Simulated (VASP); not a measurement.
# O (R-3m) in VASP: further runs

Runs on O. Level: PBE. Tasks: single point.

Everything below comes from runs of VASP 6.6.1. Logs are shortened: lines on timing, memory, paths and dates and some standing lists are left out, and cuts for length are marked.

## (1) The cell of the first run

Symmetry: R-3m, No. 166, trigonal system. Conventional cell: a = 2.847 Å, b = 2.847 Å, c = 10.225 Å, α = 90.00°, β = 90.00°, γ = 120.00°. O (site symmetry 3m) has 1 O at 1.18 Å within 1.6 Å.

## (2) Single point, PBE

Contents of INCAR:

```
SYSTEM = O
PREC = Accurate
ENCUT = 520
EDIFF = 1E-6
ISMEAR = 1
SIGMA = 0.15
LREAL = .FALSE.
LASPH = .TRUE.
NELM = 80
ALGO = Normal
ISIF = 2
LWAVE = .FALSE.
LCHARG = .FALSE.
GGA = PE
NBANDS = 13
```

Contents of KPOINTS:

```
Automatic mesh
0
G
  11 11 11
  0 0 0
```

Contents of POSCAR:

```
O
1.0
    1.4233490221      0.8217709410      3.4083000000
   -1.4233490221      0.8217709410      3.4083000000
    0.0000000000     -1.6435418821      3.4083000000
O
2
Direct
    0.0577000000      0.0577000000      0.0577000000
    0.9423000000      0.9423000000      0.9423000000
```

Potentials or basis: VASP PAW PBE potentials, release 64 (O).

Launch:

```console
$ cat potpaw_PBE.64/O/POTCAR > POTCAR
$ mpirun -np 1 vasp_std > vasp.out
```

OUTCAR:

```text
SYSTEM = O
   PREC = Accurate
   ENCUT = 520
   EDIFF = 1E-6
   ISMEAR = 1
   LREAL = .FALSE.
   LASPH = .TRUE.
   NELM = 80
   ISIF = 2
   GGA = PE

 ion  position               nearest neighbor table
   1  0.058  0.058  0.058-   2 1.18
   2  0.942  0.942  0.942-   1 1.18

  LATTYP: Found a trigonal (rhomboedric) cell.
 ALAT       =     3.7838788046
 COS(alpha) =     0.7170052526

  Lattice vectors:

 A1 = (   1.4233490221,   0.8217709410,   3.4083000000)
 A2 = (  -1.4233490221,   0.8217709410,   3.4083000000)
 A3 = (   0.0000000000,  -1.6435418821,   3.4083000000)

Analysis of symmetry for initial positions (statically):
=====================================================================
 Subroutine PRICEL returns:
 Original cell was already a primitive cell.

 Routine SETGRP: Setting up the symmetry group for a
 trigonal (rhombohedral) supercell.

 Subroutine GETGRP returns: Found 12 space group operations
 (whereof 12 operations were pure point group operations)
 out of a pool of 12 trial point group operations.

The static configuration has the point symmetry D_3d.

Analysis of symmetry for dynamics (positions and initial velocities):
=====================================================================
 Subroutine PRICEL returns:
 Original cell was already a primitive cell.

 Routine SETGRP: Setting up the symmetry group for a
 trigonal (rhombohedral) supercell.

 Subroutine GETGRP returns: Found 12 space group operations
 (whereof 12 operations were pure point group operations)
 out of a pool of 12 trial point group operations.

The dynamic configuration has the point symmetry D_3d.

 Subroutine INISYM returns: Found 12 space group operations
 (whereof 12 operations are pure point group operations),
 and found     1 'primitive' translations

----------------------------------------------------------------------------------------

                                     Primitive cell

  volume of cell :      23.9195

  direct lattice vectors                    reciprocal lattice vectors
     1.423349022  0.821770941  3.408300000     0.351284184  0.202814018  0.097800467
    -1.423349022  0.821770941  3.408300000    -0.351284184  0.202814018  0.097800467
     0.000000000 -1.643541882  3.408300000     0.000000000 -0.405628037  0.097800467

  length of vectors
     3.783878805  3.783878805  3.783878805     0.417251765  0.417251765  0.417251765

  position of ions in fractional coordinates (direct lattice)
     0.057700000  0.057700000  0.057700000
     0.942300000  0.942300000  0.942300000

  ion indices of the primitive-cell ions
   primitive index   ion index
                 1           1
                 2           2

----------------------------------------------------------------------------------------

 KPOINTS: Automatic mesh

Automatic generation of k-mesh.
 Grid dimensions read from file:
 generate k-points for:   11   11   11

 Generating k-lattice:

  Cartesian coordinates                     Fractional coordinates (reciprocal lattice)
     0.031934926  0.018437638  0.008890952     0.090909091 -0.000000000  0.000000000
    -0.031934926  0.018437638  0.008890952    -0.000000000  0.090909091  0.000000000
     0.000000000 -0.036875276  0.008890952     0.000000000  0.000000000  0.090909091

  Length of vectors
     0.037931979  0.037931979  0.037931979

  Shift w.r.t. Gamma in fractional coordinates (k-lattice)
     0.000000000  0.000000000  0.000000000

 Subroutine IBZKPT returns following result:
 ===========================================

 Found    146 irreducible k-points:

 Following reciprocal coordinates:
            Coordinates               Weight
  0.000000  0.000000  0.000000      1.000000
  0.090909  0.000000  0.000000      6.000000
  0.181818 -0.000000  0.000000      6.000000
  0.272727  0.000000  0.000000      6.000000
  0.363636 -0.000000  0.000000      6.000000
  0.454545  0.000000  0.000000      6.000000
[... 16 lines left out ...]
 -0.272727  0.181818 -0.000000     12.000000
 -0.181818  0.181818  0.000000      6.000000
 [... further k-points ...]
   k-points           NKPTS =    146   k-points in BZ     NKDIM =    146   number of bands    NBANDS=     13
   number of dos      NEDOS =    301   number of ions     NIONS =      2
   total plane-waves  NPLWV =  21952
   dimension x,y,z NGX =    28 NGY =   28 NGZ =   28
   dimension x,y,z NGXF=    56 NGYF=   56 NGZF=   56
   ions per type =               2
   NGX,Y,Z   is equivalent  to a cutoff of  12.30, 12.30, 12.30 a.u.
   NGXF,Y,Z  is equivalent  to a cutoff of  24.60, 24.60, 24.60 a.u.
 SYSTEM =  O
   PREC   = accura    normal or accurate (medium, high low for compatibility)
   ISTART =      0    job   : 0-new  1-cont  2-samecut
   ICHARG =      2    charge: 1-file 2-atom 10-const
   ISPIN  =      1    spin polarized calculation?
   LNONCOLLINEAR =      F non collinear calculations
   LSORBIT =      F    spin-orbit coupling
   LASPH  =      T    aspherical Exc in radial PAW
   ENCUT  =  520.0 eV  38.22 Ry    6.18 a.u.   7.04  7.04  7.04*2*pi/ulx,y,z
   NELM   =     80;   NELMIN=  2; NELMDL= -5     # of ELM steps
   EDIFF  = 0.1E-05   stopping-criterion for ELM
   LREAL  =      F    real-space projection
   EDIFFG = 0.1E-04   stopping-criterion for IOM
   NSW    =      0    number of steps for IOM
   IBRION =     -1    ionic relax: 0-MD 1-quasi-New 2-CG
   NFREE  =      0    steps in history (QN), initial steepest desc. (CG)
   ISIF   =      2    stress and relaxation
   ISYM   =      2    0-nonsym 1-usesym 2-fastsym
   POTIM  = 0.5000    time-step for ionic-motion
   TEBEG  =    0.0;   TEEND  =   0.0 temperature during run
   PSTRESS=    0.0 pullay stress
   NELECT =      12.0000    total number of electrons
   NUPDOWN=      -1.0000    fix difference up-down
   EMIN   =  10.00;   EMAX   =-10.00  energy-range for DOS
   EFERMI =   0.00;   METHOD = LEGACY
   ISMEAR =     1;   SIGMA  =   0.15  broadening in eV -4-tet -1-fermi 0-gaus
   EFERMI_NEDOS =   21; number of points for ismear=-14 and -15
   IALGO  =     38    algorithm
   IMIX   =      4    mixing-type and parameters
     AMIX     =   0.40;   BMIX     =  1.00
     AMIX_MAG =   1.60;   BMIX_MAG =  1.00
  volume/ion in A,a.u.               =      11.96        80.71
  Fermi-wavevector in a.u.,A,eV,Ry     =   1.300823  2.458199 23.022964  1.692140
  Thomas-Fermi vector in A             =   2.431997
   LORBIT       =      0    0 simple, 1 ext, 2 COOP (PROOUT), +10 PAW based schemes
   GGA     = PE    functional components
   LHFCALC =     F    Hartree Fock is set to
   AEXX    =    0.0000 exact exchange contribution
   IVDW    =     0    specifies the selected vdW correction
   LEPSILON=     F    determine dielectric tensor
   LRPA    =     F    only Hartree local field effects (RPA)
 non-spin polarized calculation
 Methfessel and Paxton  Order N= 1 SIGMA  =   0.15
  energy-cutoff  :      520.00
  volume of cell :       23.92
 maximum number of plane-waves:       654
   NGX = 15   NGY = 15   NGZ = 15

 number of electron      11.9999999 magnetization

 Free energy of the ion-electron system (eV)
  ---------------------------------------------------
  ext. energy  EPLUGINS =         0.00000000
  ---------------------------------------------------
  free energy    TOTEN  =        -9.29129303 eV

  energy without entropy =       -9.29213208  energy(sigma->0) =       -9.29157271

 E-fermi :   0.4178     XC(G=0):  -9.1970

 val. band max:        0.4074055705   @ k =  -0.4545   0.0909  -0.0000
 cond. band min:       0.4246670333   @ k =  -0.3636   0.3636   0.0909
 fundamental gap:      0.0172614628
 Fermi energy:         0.4177904645

 k-point     1 :       0.0000    0.0000    0.0000
  band No.  band energies     occupation
      1     -27.7466      2.00000
      2     -13.4342      2.00000
      3      -8.7158      2.00000
      4      -6.1575      2.00000
      5      -6.1575      2.00000
      6       0.9878     -0.00000
      7       0.9878     -0.00000
      8       8.7243      0.00000
      9      12.1548      0.00000
     10      15.4589      0.00000
     11      19.1297      0.00000
     12      21.7502      0.00000
     13      21.7502      0.00000

 k-point     2 :       0.0909    0.0000    0.0000
  band No.  band energies     occupation
      1     -27.7192      2.00000
      2     -13.4243      2.00000
      3      -8.6684      2.00000
      4      -6.2976      2.00000
      5      -6.1889      2.00000
      6       0.8703     -0.00017
      7       0.9477     -0.00001
      8       8.9874      0.00000
      9      12.1515      0.00000
     10      15.4658      0.00000
     11      19.3320      0.00000
     12      20.4876      0.00000
     13      22.0735      0.00000

 k-point     3 :       0.1818   -0.0000    0.0000
  band No.  band energies     occupation
      1     -27.6460      2.00000
      2     -13.3958      2.00000
      3      -8.5505      2.00000
      4      -6.6505      2.00000
      5      -6.2720      2.00000
      6       0.5686     -0.05139
      7       0.8412     -0.00049
      8       9.6667      0.00000
      9      12.1288      0.00000
     10      15.5934      0.00000
     11      18.1690      0.00000
     12      20.3762      0.00000
     13      22.5477      0.00000
[... 305 lines left out ...]
 k-point    23 :      -0.2727    0.1818   -0.0000
  band No.  band energies     occupation
      1     -27.4246      2.00000
      2     -13.2465      2.00000
      3      -8.4370      2.00000
      4      -7.1403      2.00000
      5      -6.8168      2.00000
      6      -0.1709      2.00000
      7       0.3532      1.65951
      8      11.5971      0.00000
      9      12.0550      0.00000
     10      15.5504      0.00000
     11      17.5659      0.00000
     12      18.6381      0.00000
     13      21.0796      0.00000

 k-point    24 :      -0.1818    0.1818    0.0000
  band No.  band energies     occupation
      1     -27.5039      2.00000
      2     -13.2593      2.00000
      3      -8.5170      2.00000
      4      -6.9940      2.00000
      5      -6.6269      2.00000
      6       0.0069      2.00074
      7       0.5738     -0.05759
      8      11.1028      0.00000
      9      11.9415      0.00000
     10      16.3689      0.00000
     11      16.7922      0.00000
     12      19.5188      0.00000
     13      20.8461      0.00000

 [... further k-points ...]
[... 5 lines left out ...]
  --------------------------------------------------------------------------------------
  -------------------------------------------------------------------------------------
  Total       -0.9444425     -0.9444425      6.0900720      0.0000000     -0.0000000      0.0000000
  in kB      -63.2608276    -63.2608276    407.9263453      0.0000000     -0.0000000      0.0000000
  external PRESSURE =      93.8015634 kB  Pullay stress =       0.0000000 kB

 VOLUME and BASIS-vectors are now :
 -----------------------------------------------------------------------------
  energy-cutoff  :      520.00
  volume of cell :       23.92
      direct lattice vectors                 reciprocal lattice vectors
     1.423349022  0.821770941  3.408300000     0.351284184  0.202814018  0.097800467
    -1.423349022  0.821770941  3.408300000    -0.351284184  0.202814018  0.097800467
     0.000000000 -1.643541882  3.408300000     0.000000000 -0.405628037  0.097800467

 POSITION                                       TOTAL-FORCE (eV/Angst)
 -----------------------------------------------------------------------------------
      0.00000     -0.00000      0.58998         0.000000     -0.000000      4.287351
      0.00000     -0.00000      9.63492         0.000000      0.000000     -4.287351
 -----------------------------------------------------------------------------------
    total drift:                                0.000000     -0.000000      0.000000

  FREE ENERGIE OF THE ION-ELECTRON SYSTEM (eV)
  ---------------------------------------------------
  free  energy   TOTEN  =        -9.2912930314 eV

  energy  without entropy=       -9.2921320784  energy(sigma->0) =       -9.29157271
```

It took 40 s on 1 thread of Intel Xeon Platinum 8488C (Sapphire Rapids), shared host; peak memory 0.16 GiB.

Results:

* Free energy: -9.2913 eV
* Pressure: 9.4 GPa
* Largest force: 4.287 eV/Å
* Band gap on the k mesh: zero (band 6 reaches 1.23 eV, above the bottom of band 7 at 0.02 eV)

Forces on the atoms (eV/Å):
```
O    0.000  0.000  4.287
O    0.000  0.000 -4.287
```

Levels at points of the mesh, in eV from the Fermi level:
```
           k point  band 4  band 5  band 6  band 7  band 8  band 9
(0.00, 0.00, 0.00)   -6.58   -6.58    0.57    0.57    8.31   11.74
```

Caveat: the standard files for N, O and F lose accuracy on very short bonds; spin is off for a triplet molecule; forces of over 1 eV/Å act on the atoms, so gaps and moduli don't describe the material at rest.

## (3) Single point, PBE

Edit INCAR of step 2 so:

```diff
@@ -5,6 +5,6 @@
 ISMEAR = 1
-SIGMA = 0.15
+SIGMA = 0.2
 LREAL = .FALSE.
 LASPH = .TRUE.
-NELM = 80
+NELM = 100
 ALGO = Normal
```

KPOINTS is that of step 2.

POSCAR is that of step 2.

Potentials or basis: VASP PAW PBE potentials, release 64 (O).

Launch:

```console
$ cat potpaw_PBE.64/O/POTCAR > POTCAR
$ mpirun -np 1 vasp_std > vasp.out
```

Wall time 37 s (1 thread of Intel Xeon Platinum 8488C (Sapphire Rapids), shared host); peak memory 0.16 GiB.

The run converged. Its results:

| Quantity | Value |
| --- | --- |
| Free energy | -9.2910 eV |
| Pressure | 9.4 GPa |
| Largest force | 4.292 eV/Å |
| Band gap on the k mesh | zero (band 6 reaches 1.23 eV, above the bottom of band 7 at 0.02 eV) |

Forces on the atoms (eV/Å):
```
O    0.000  0.000  4.292
O    0.000  0.000 -4.292
```

Stress tensor (GPa, compression positive):
```
-6.28  0.00  0.00
 0.00 -6.28  0.00
 0.00  0.00 40.68
```

Levels at points of the mesh, in eV from the Fermi level:
```tsv
k point	band 2	band 3	band 4	band 5	band 6	band 7	band 8	band 9	band 10	band 11
(0.00, 0.00, 0.00)	-13.85	-9.14	-6.58	-6.58	0.57	0.57	8.30	11.73	15.04	18.71
```

Caveat: the standard files for N, O and F lose accuracy on very short bonds; spin is off for a triplet molecule; forces of over 1 eV/Å act on the atoms, so gaps and moduli don't describe the material at rest.
